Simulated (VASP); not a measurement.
Here is a VASP 6.6.1 calculation.

The input INCAR:

```
PREC = Accurate
ENCUT = 520
EDIFF = 1E-6
ISMEAR = -1
SIGMA = 0.05
LREAL = False
LASPH = True
NELM = 100
ALGO = Normal
ISIF = 2
LWAVE = False
LCHARG = False
GGA = RP
IVDW = 13
NBANDS = 12
```

KPOINTS

```
regular mesh
0
Gamma
  9 9 9
```

The input POSCAR:

```
Y
1.0
    0.0000000000      2.5270710805      2.5270710805
    2.5270710805      0.0000000000      2.5270710805
    2.5270710805      2.5270710805      0.0000000000
Y
1
Direct
    0.0000000000      0.0000000000      0.0000000000
```

Potentials or basis: VASP PAW PBE potentials, release 64 (Y_sv).

The run is started by

```sh
$ cat potpaw_PBE.64/Y_sv/POTCAR > POTCAR
$ mpirun -np 1 vasp_std > vasp.out
```

(1) Estimate the dispersion energy per atom.

(2) What does it give for the pressure?

## Answers

(1) -0.391 eV.

(2) -0.1 GPa.

Caveat: the PAW data sets were made with another functional, which shifts forces and pressure a little; pairwise dispersion overbinds metals, which lowers pressure and volume.
